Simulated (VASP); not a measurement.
# Cu (I4/mmm) in VASP: a series of runs, part 2 of 2

VASP 6.6.1. The steps go on from the part before.

## Step 4: Single point, PBEsol (strain along c alone, the other axes held: +1.0 %)

INCAR

```
SYSTEM = Cu
ALGO = Fast
EDIFF = 1E-6
ENCUT = 520
GGA = PS
ISIF = 2
ISMEAR = 0
LASPH = .True.
LCHARG = .False.
LREAL = .False.
LWAVE = .False.
NBANDS = 18
NELM = 100
PREC = Accurate
SIGMA = 0.1
```

KPOINTS

```
k-points
0
Gamma
  18 18 20
  0 0 0
```

POSCAR

```
Cu
1.0
    2.8901834593      0.0000000000      0.0000000000
    0.0000000000      2.8901834593      0.0000000000
    0.0000000000      0.0000000000      2.7472145421
Cu
2
Direct
    0.0000000000      0.0000000000      0.0000000000
    0.5000000000      0.5000000000      0.5000000000
```

Launch:

```console
$ cat potpaw_PBE.64/Cu/POTCAR > POTCAR
$ mpirun -np 1 vasp_std > vasp.out
```

Run time: 3.5 min. Hardware: 1 thread of AMD EPYC 9R14 (Zen 4), shared host; peak memory 0.27 GiB.

The run converged. Its results:

| Item | Value |
| --- | --- |
| Free energy | -8.5434 eV |
| Pressure | -0.1 GPa |
| Band gap on the k mesh | zero (bands 11 and 12 overlap by 7.81 eV) |

Stress tensor (GPa, compression positive):
```
-0.02  0.00  0.00
 0.00 -0.02  0.00
 0.00  0.00 -0.37
```

Levels at points of the mesh, in eV from the Fermi level:
```
           k point  band 7  band 8  band 9  band 10  band 11  band 12  band 13  band 14  band 15  band 16
(0.00, 0.00, 0.00)   -2.25   -2.03   -1.56    -1.56    -1.51     7.65     7.65     9.62    13.31    13.96
(0.50, 0.00, 0.00)   -2.76   -2.76   -2.34    -2.34    -1.44    -1.44    14.05    14.05    15.88    15.88
(0.50, 0.50, 0.00)   -2.07   -2.07   -1.39    -1.39    -0.95    -0.95     4.13     4.13    18.63    18.63
(0.00, 0.00, 0.50)   -2.96   -2.96   -2.41    -2.41    -1.04    -1.04    14.61    14.61    14.61    14.61
(0.50, 0.00, 0.50)   -1.92   -1.92   -1.36    -1.36    -0.55    -0.55     4.69     4.69    17.29    17.29
(0.50, 0.50, 0.50)   -2.04   -2.04   -1.94    -1.94     6.36     6.36     6.72     6.72     6.72     6.72
```

Caveat: the cell differs from its parent crystal (strain along c alone, the other axes held: +1.0 %); the PAW data sets were made with another functional, which shifts forces and pressure a little.

## Step 5: Single point, PBEsol (strain along c alone, the other axes held: +2.0 %)

INCAR

```
SYSTEM = Cu
PREC     = Accurate       ! precision mode
ENCUT    = 520            ! plane-wave cutoff, eV
EDIFF    = 1E-6           ! SCF threshold, eV
ISMEAR   = 0              ! smearing method
SIGMA    = 0.1            ! smearing width, eV
LREAL    = .False.        ! projectors in reciprocal space
LASPH    = .True.         ! aspherical terms in the spheres
NELM     = 100            ! most SCF steps
ALGO     = Fast           ! electronic algorithm
ISIF     = 2              ! what is computed and relaxed
LWAVE    = .False.        ! write WAVECAR
LCHARG   = .False.        ! write CHGCAR
GGA      = PS             ! functional
NBANDS   = 18             ! bands
```

KPOINTS

```
Automatic mesh
0
Gamma
  18 18 20
  0 0 0
```

POSCAR, as its differences from that of step 4:

```diff
@@ -4,3 +4,3 @@
     0.0000000000      2.8901834593      0.0000000000
-    0.0000000000      0.0000000000      2.7472145421
+    0.0000000000      0.0000000000      2.7744146861
 Cu
```

Launch:

```console
$ cat potpaw_PBE.64/Cu/POTCAR > POTCAR
$ mpirun -np 1 vasp_std > vasp.out
```

It took 4 min on 1 thread of AMD EPYC 9R14 (Zen 4), shared host; peak memory 0.27 GiB.

Results (log left out):

| Quantity | Value |
| --- | --- |
| Free energy | -8.5408 eV |
| Pressure | -1.8 GPa |
| Band gap on the k mesh | zero (bands 11 and 12 overlap by 7.78 eV) |

Stress tensor (GPa, compression positive):
```
-1.59  0.00  0.00
 0.00 -1.59  0.00
 0.00  0.00 -2.10
```

Levels at points of the mesh, in eV from the Fermi level:
| k point | band 8 | band 9 | band 10 | band 11 | band 12 | band 13 | band 14 | band 15 |
| --- | --- | --- | --- | --- | --- | --- | --- | --- |
| (0.00, 0.00, 0.00) | -2.03 | -1.55 | -1.55 | -1.51 | 7.73 | 7.73 | 9.30 | 13.33 |
| (0.50, 0.00, 0.00) | -2.76 | -2.33 | -2.33 | -1.42 | -1.42 | 14.10 | 14.10 | 15.56 |
| (0.50, 0.50, 0.00) | -2.04 | -1.38 | -1.38 | -0.87 | -0.87 | 4.14 | 4.14 | 18.36 |
| (0.00, 0.00, 0.50) | -2.92 | -2.38 | -2.38 | -1.09 | -1.09 | 14.54 | 14.54 | 14.54 |
| (0.50, 0.00, 0.50) | -1.94 | -1.36 | -1.36 | -0.56 | -0.56 | 4.59 | 4.59 | 17.29 |
| (0.50, 0.50, 0.50) | -2.01 | -1.94 | -1.94 | 6.36 | 6.36 | 6.65 | 6.65 | 6.65 |

Caveat: the cell differs from its parent crystal (strain along c alone, the other axes held: +2.0 %); the PAW data sets were made with another functional, which shifts forces and pressure a little.

## Step 6: Single point, PBEsol (strain along c alone, the other axes held: +3.0 %)

INCAR

```
SYSTEM = Cu
ALGO = Fast
EDIFF = 1E-6
ENCUT = 520
GGA = PS
ISIF = 2
ISMEAR = 0
LASPH = .True.
LCHARG = .True.
LELF = .True.
LREAL = .False.
LVHAR = .True.
LWAVE = .False.
NBANDS = 18
NELM = 100
PREC = Accurate
SIGMA = 0.1
```

KPOINTS

```
k-points
0
Gamma
  18 18 20
  0 0 0
```

POSCAR, as its differences from that of step 5:

```diff
@@ -4,3 +4,3 @@
     0.0000000000      2.8901834593      0.0000000000
-    0.0000000000      0.0000000000      2.7744146861
+    0.0000000000      0.0000000000      2.8016148301
 Cu
```

Potentials or basis: VASP PAW PBE potentials, release 64 (Cu).

Launch:

```console
$ cat potpaw_PBE.64/Cu/POTCAR > POTCAR
$ mpirun -np 1 vasp_std > vasp.out
```

It took 4.1 min on 1 thread of AMD EPYC 9R14 (Zen 4), shared host; peak memory 0.27 GiB.

The run converged. Its results:

```
Free energy            : -8.5359 eV
Pressure               : -3.3 GPa
Band gap on the k mesh : zero (bands 11 and 12 overlap by 7.75 eV)
```

Stress tensor (GPa, compression positive):
```
-3.12  0.00  0.00
 0.00 -3.12  0.00
 0.00  0.00 -3.67
```

Levels at points of the mesh, in eV from the Fermi level:
```tsv
k point	band 9	band 10	band 11	band 12	band 13	band 14
(0.00, 0.00, 0.00)	-1.54	-1.54	-1.51	7.80	7.80	8.99
(0.50, 0.00, 0.00)	-2.32	-2.32	-1.39	-1.39	14.15	14.15
(0.50, 0.50, 0.00)	-1.37	-1.37	-0.80	-0.80	4.16	4.16
(0.00, 0.00, 0.50)	-2.36	-2.36	-1.15	-1.15	14.48	14.48
(0.50, 0.00, 0.50)	-1.36	-1.36	-0.57	-0.57	4.50	4.50
(0.50, 0.50, 0.50)	-1.94	-1.94	6.37	6.37	6.58	6.58
```

Caveat: the cell differs from its parent crystal (strain along c alone, the other axes held: +3.0 %); the cell stands under tension; the PAW data sets were made with another functional, which shifts forces and pressure a little.

## Step 7: Relaxation of cell and atoms, PBEsol

This run uses another cell than the first one: it holds 1 atom, not 2.

INCAR

```
ALGO = All
EDIFF = 1E-7
EDIFFG = -0.001
ENCUT = 590
GGA = PS
GGA_COMPAT = F
IBRION = 2
ISEARCH = 1
ISIF = 3
ISMEAR = -1
KPAR = 4
LASPH = T
LCHARG = F
LREAL = F
LWAVE = F
NELM = 300
NELMIN = 4
NSW = 80
PREC = Accurate
SIGMA = 0.15
```

KPOINTS

```
k-points
0
Gamma
  24 24 24
```

POSCAR

```
Cu
1.0
   -1.4450917296      1.4450917296      1.3600071991
    1.4450917296     -1.4450917296      1.3600071991
    1.4450917296      1.4450917296     -1.3600071991
Cu
1
Direct
    0.0000000000      0.0000000000      0.0000000000
```

Launch:

```console
$ cat potpaw_PBE.64/Cu/POTCAR > POTCAR
$ mpirun -np 4 vasp_std > vasp.out
```

It took 2.8 min on 4 MPI ranks of AMD EPYC 9R45 (Zen 5), shared host; peak memory 0.36 GiB.

The run converged. Its results:

```
Free energy                           : -4.2825 eV
Relaxed volume                        : 11.42 Å³/atom
Relaxed cell                          : a = 2.459 Å, b = 2.459 Å, c = 2.459 Å, α = 107.99°, β = 107.99°, γ = 112.48°
Space group after relaxing (to 0.1 Å) : I4/mmm (No. 139)
Energy gained by relaxing             : 0.2 meV/atom
Ionic steps                           : 20
Pressure after relaxing               : 0.0 GPa
Band gap on the k mesh                : zero (an odd number of electrons rules out a gap without spin polarisation)
```

The path:
| step | energy change (eV) | largest force (eV/Å) | pressure (GPa) | volume (Å³) |
| --- | --- | --- | --- | --- |
| 1 | 0.0000 | 0.0000 | 0.90 | 11.36 |
| 2 | -0.0001 | 0.0000 | -0.58 | 11.47 |
| 3 | -0.0002 | 0.0000 | 0.01 | 11.42 |
| 4 | -0.0002 | 0.0000 | 0.02 | 11.42 |
| 5 | -0.0002 | 0.0000 | -0.29 | 11.45 |
| 6 | -0.0002 | 0.0000 | -0.06 | 11.43 |
| 7 | -0.0002 | 0.0000 | 0.06 | 11.42 |
| 8 | -0.0002 | 0.0000 | 0.02 | 11.42 |
| 9 | -0.0002 | 0.0000 | 0.00 | 11.42 |
| 10 | -0.0002 | 0.0000 | 0.03 | 11.42 |
| 11 | -0.0002 | 0.0000 | -0.01 | 11.42 |
| 12 | -0.0002 | 0.0000 | 0.01 | 11.42 |
| 13 | -0.0002 | 0.0000 | 0.00 | 11.42 |
| 14 | -0.0002 | 0.0000 | -0.02 | 11.43 |
| 15 | -0.0002 | 0.0000 | -0.03 | 11.43 |
| 16 | -0.0002 | 0.0000 | -0.04 | 11.43 |
| 17 | -0.0002 | 0.0000 | -0.04 | 11.43 |
| 18 | -0.0002 | 0.0000 | -0.03 | 11.43 |
| 19 | -0.0002 | 0.0000 | -0.05 | 11.43 |
| 20 | -0.0002 | 0.0000 | 0.00 | 11.42 |

Final structure:
```
CELL_PARAMETERS angstrom
-1.44566 1.44566 1.36665
1.44566 -1.44566 1.36665
1.44566 1.44566 -1.36665
ATOMIC_POSITIONS crystal
Cu 0.00000 0.00000 0.00000
```

Levels at points of the mesh, in eV from the Fermi level:
| k point | band 4 | band 5 | band 6 | band 7 | band 8 | band 9 |
| --- | --- | --- | --- | --- | --- | --- |
| (0.00, 0.00, 0.00) | -3.12 | -2.28 | -2.02 | 24.77 | 24.77 | 26.29 |
| (0.50, 0.00, 0.00) | -1.92 | -1.37 | -0.55 | 4.74 | 17.29 | 17.39 |
| (0.50, 0.50, 0.00) | -2.08 | -1.39 | -0.99 | 4.11 | 18.78 | 19.09 |
| (0.50, 0.50, 0.50) | -1.57 | -1.51 | 7.60 | 7.60 | 9.80 | 13.29 |

Caveat: the PAW data sets were made with another functional, which shifts forces and pressure a little.

## Step 8: Summary

| task | potentials or basis | cell | k mesh | cutoff (eV) | smearing | second try | gap on the mesh (eV) | pressure (GPa) |
| --- | --- | --- | --- | --- | --- | --- | --- | --- |
| single point | VASP PAW PBE potentials, release 64 (Cu_sv_GW) | a = 2.455, b = 2.455, c = 3.969 Å, angles 87.2, 87.2, 72.1°, 2 atoms, atomic positions A | 14 × 14 × 8 | 820 | gaussian 0.15 eV | - | none | -1.6 |
| single point | VASP PAW PBE potentials, release 64 (Cu) | a = 2.890, b = 2.890, c = 2.693 Å, 2 atoms, atomic positions A | 18 × 18 × 20 | 520 | gaussian 0.1 eV | - | none | 2.6 |
| single point | VASP PAW PBE potentials, release 64 (Cu) | a = 2.890, b = 2.890, c = 2.747 Å, 2 atoms, atomic positions A | 18 × 18 × 20 | 520 | gaussian 0.1 eV | - | none | -0.1 |
| single point | VASP PAW PBE potentials, release 64 (Cu) | a = 2.890, b = 2.890, c = 2.774 Å, 2 atoms, atomic positions A | 18 × 18 × 20 | 520 | gaussian 0.1 eV | - | none | -1.8 |
| single point | VASP PAW PBE potentials, release 64 (Cu) | a = 2.890, b = 2.890, c = 2.802 Å, 2 atoms, atomic positions A | 18 × 18 × 20 | 520 | gaussian 0.1 eV | - | none | -3.3 |
| relaxation of cell and atoms | VASP PAW PBE potentials, release 64 (Cu) | relaxed from a = 2.455 Å, angles 107.9, 107.9, 112.7°, 1 atom, atomic positions B | 24 × 24 × 24 | 590 | fermi-dirac 0.15 eV | not_converged | none | 0.0 |

Alike in all rows: level PBEsol; no spin polarisation.

Caveats: the PAW data sets were made with another functional, which shifts forces and pressure a little; the cell stands under tension (at least some runs).

Total energies depend on the potentials used, so only differences within one code and one set of settings carry meaning.
